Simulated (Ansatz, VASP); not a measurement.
# As2P3: VASP beside Ansatz

```
P As
1.0
     4.21546    0.00000    0.00000
    -2.10773    3.65070    0.00000
     0.00000    0.00000    6.22641
P As
3 2
Direct
  0.00000 0.00000 0.00000
  0.33333 0.66667 0.65117
  0.66667 0.33333 0.34883
  0.33333 0.66667 0.22909
  0.66667 0.33333 0.77091
```

Alike in both runs: functional PBE; k mesh 6 × 6 × 4; occupations gaussian, width 0.1 eV; no spin polarisation.

Ansatz relaxed the structure, and its values are those at the end. VASP's run is a single point on that final structure, the one shown.

|  | VASP | Ansatz |
| --- | --- | --- |
| version | VASP 6.6.1 | Ansatz 0.2.0 |
| potentials or method | VASP PAW PBE potentials, release 64 (P, As), cutoff 520 eV | scalar-relativistic, plane waves, PAW |
| valence electrons in the cell | 25 | 45 |

VASP gave:

```
gap on the k mesh at the Fermi level (eV) : none
pressure (GPa)                            : 0.0
rms of the force components (eV/Å)        : 0.017
```

Task: What did Ansatz give for the same quantities?

Result: gap on the k mesh at the Fermi level (eV): none; pressure (GPa): -0.1; rms of the force components (eV/Å): 0.013.

A gap of «none» marks a metal or a gap that the smearing closes. VASP's potentials hold 25 valence electrons a cell and Ansatz's 45, so a difference there can come from the potentials and not from the codes.
